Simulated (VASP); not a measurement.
Input of a VASP 6.6.1 run:

INCAR

```
SYSTEM = CoSi2
ALGO     = Normal         ! electronic algorithm
DIPOL    = 0.5 0.5 0.500
EDIFF    = 1E-6           ! SCF threshold, eV
ENCUT    = 520            ! plane-wave cutoff, eV
GGA      = PE             ! functional
IDIPOL   = 3            
ISIF     = 2              ! what is computed and relaxed
ISMEAR   = 0              ! smearing method
LASPH    = .True.         ! aspherical terms in the spheres
LCHARG   = .False.        ! write CHGCAR
LDIPOL   = .True.       
LREAL    = .False.        ! projectors in reciprocal space
LWAVE    = .False.        ! write WAVECAR
NBANDS   = 46             ! bands
NELM     = 80             ! most SCF steps
PREC     = Accurate       ! precision mode
SIGMA    = 0.1            ! smearing width, eV
```

Contents of KPOINTS:

```
k-points
0
Gamma
  9 9 1
  0 0 0
```

POSCAR

```
CoSi2
1.0
    3.7897960487      0.0000000000      0.0000000000
   -1.8948980243      3.2820596533      0.0000000000
    0.0000000000      0.0000000000     25.8302443066
Si Co
8 4
Direct
    0.0000000000      0.0000000000      0.2903573002
    0.3333333333      0.6666666667      0.3502552144
    0.6666666667      0.3333333333      0.4101531287
    0.0000000000      0.0000000000      0.4700510429
    0.3333333333      0.6666666667      0.5299489571
    0.6666666667      0.3333333333      0.5898468713
    0.0000000000      0.0000000000      0.6497447856
    0.3333333333      0.6666666667      0.7096426998
    0.6666666667      0.3333333333      0.3203062573
    0.3333333333      0.6666666667      0.4401020858
    0.0000000000      0.0000000000      0.5598979142
    0.6666666667      0.3333333333      0.6796937427
```

Potentials or basis: VASP PAW PBE potentials, release 64 (Si, Co).

Launch:

```sh
$ cat potpaw_PBE.64/Si/POTCAR potpaw_PBE.64/Co/POTCAR > POTCAR
$ mpirun -np 1 vasp_std > vasp.out
```

Q: What does it give for the band gap on the k mesh?

A: Zero (band 34 reaches 4.43 eV, above the bottom of band 35 at 1.79 eV).

Q: What does it give for the largest force?

A: 0.623 eV/Å.

Forces on the atoms (eV/Å):
```
Si   0.000  0.000  0.623
Si   0.000  0.000 -0.117
Si   0.000  0.000 -0.211
Si   0.000  0.000 -0.084
Si   0.000  0.000  0.084
Si   0.000  0.000  0.211
Si   0.000  0.000  0.117
Si   0.000  0.000 -0.623
Co   0.000  0.000 -0.358
Co   0.000  0.000  0.164
Co   0.000  0.000 -0.164
Co   0.000  0.000  0.358
```

Spin polarisation is off, so any magnetic state and its effect on volume and gap are missing.
